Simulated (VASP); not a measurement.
A run of VASP 6.6.1 is set up as follows.

Contents of INCAR:

```
  ALGO = Normal
  EDIFF = 1E-8
  ENCUT = 520
  GGA = PE
  ISIF = 2
  ISMEAR = -1
  LASPH = T
  LCHARG = F
  LEFG = T
  LREAL = F
  LWAVE = F
  NBANDS = 10
  NELM = 100
  PREC = Accurate
  SIGMA = 0.05
```

Contents of KPOINTS:

```
k-points
0
Gamma
  14 14 14
```

File POSCAR:

```
Re
1.0
    0.0000000000      1.9366468345      2.0540000000
    1.9366468345      0.0000000000      2.0540000000
    1.9366468345      1.9366468345      0.0000000000
Re
1
Direct
    0.0000000000      0.0000000000      0.0000000000
```

Potentials or basis: VASP PAW PBE potentials, release 64 (Re).

Launch:

```bash
$ cat potpaw_PBE.64/Re/POTCAR > POTCAR
$ mpirun -np 1 vasp_std > vasp.out
```

Question: Estimate the pressure.

Answer: -9.4 GPa.

Electric field gradients, principal values (V/Å²):
```
atom  least  middle  greatest (by size)
1 Re  8.526   8.526             -17.052
```

Caveat: without QUAD_EFG the Cq values of the log hold for a quadrupole moment of 1 mb, not for the nuclei.
